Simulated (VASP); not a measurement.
Crystal: Ge3Os.

```
Ge Os
1.0
     5.19168    0.00000    0.00000
     0.00000    5.19168    0.00000
     0.00000    0.00000    5.19168
Ge Os
6 2
Direct
  0.25000 0.00000 0.50000
  0.50000 0.75000 0.00000
  0.75000 0.00000 0.50000
  0.50000 0.25000 0.00000
  0.00000 0.50000 0.75000
  0.00000 0.50000 0.25000
  0.00000 0.00000 0.00000
  0.50000 0.50000 0.50000
```

| Property | Result |
| --- | --- |
| Program | VASP 6.6.1 |
| Task | relaxation of cell and atoms |
| Functional | PBE |
| Potentials or basis | VASP PAW PBE potentials, release 64 (Ge_d, Os) |
| Cutoff | 600 eV |
| k mesh | 4 × 4 × 4 |
| Occupations | gaussian, width 0.1 eV |
| Spin | no spin polarisation |

At the start: pressure -7.1 GPa; volume 17.49 Å³/atom.

**Question.** How do energy, volume and symmetry change on relaxing?

**Answer.** Over 3 steps the energy falls by 26.9 meV/atom and the volume is 16.36 Å³/atom (-6.5 %); space group Pm-3n (No. 223, to 0.05 Å).

The path:
```csv
step,energy change (eV),largest force (eV/Å),pressure (GPa),volume (Å³)
1,0.0000,0.0000,-7.11,139.93
2,-0.0982,0.0000,6.53,124.80
3,-0.2149,0.0000,-0.05,130.86
```

Final structure:
```
Ge Os
1.0
     5.07700    0.00000    0.00000
     0.00000    5.07700    0.00000
     0.00000    0.00000    5.07700
Ge Os
6 2
Direct
  0.25000 0.00000 0.50000
  0.50000 0.75000 0.00000
  0.75000 0.00000 0.50000
  0.50000 0.25000 0.00000
  0.00000 0.50000 0.75000
  0.00000 0.50000 0.25000
  0.00000 0.00000 0.00000
  0.50000 0.50000 0.50000
```
